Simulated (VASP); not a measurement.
# Lu: single point with PBEsol

Crystal: Lu.

```
CELL_PARAMETERS angstrom
3.44402 0.00000 0.00000
-1.72201 2.98261 0.00000
0.00000 0.00000 5.34822
ATOMIC_POSITIONS crystal
Lu 0.33333 0.66667 0.25000
Lu 0.66667 0.33333 0.75000
```

| Item | Value |
| --- | --- |
| Program | VASP 6.6.1 |
| Task | single point |
| Functional | PBEsol |
| Potentials or basis | VASP PAW PBE potentials, release 64 (Lu) |
| Cutoff | 520 eV |
| k mesh | 15 × 15 × 8 |
| Occupations | gaussian, width 0.1 eV |
| Spin | no spin polarisation |
| Dipole correction | no |
| Further INCAR settings | ALGO = Fast; EDIFF = 1e-07; NBANDS = 32 |

```
Pressure               : 0.1 GPa
Band gap on the k mesh : zero (bands 25 and 26 overlap by 1.93 eV)
```

Levels at points of the mesh, in eV from the Fermi level:
| k point | band 23 | band 24 | band 25 | band 26 | band 27 | band 28 |
| --- | --- | --- | --- | --- | --- | --- |
| (0.00, 0.00, 0.00) | -4.71 | -2.48 | 0.94 | 2.21 | 2.21 | 2.73 |
| (0.00, 0.00, 0.50) | -4.39 | -4.39 | 1.27 | 1.27 | 2.10 | 2.10 |

Run time: 5.2 min on 1 thread of Intel(R) Xeon(R) 6975P-C (Granite Rapids), with other jobs on the host, peak memory 0.33 GiB.

Caveat: the PAW data sets were made with another functional, which shifts forces and pressure a little; spin-orbit coupling is left out, which moves the levels of the heavy elements.
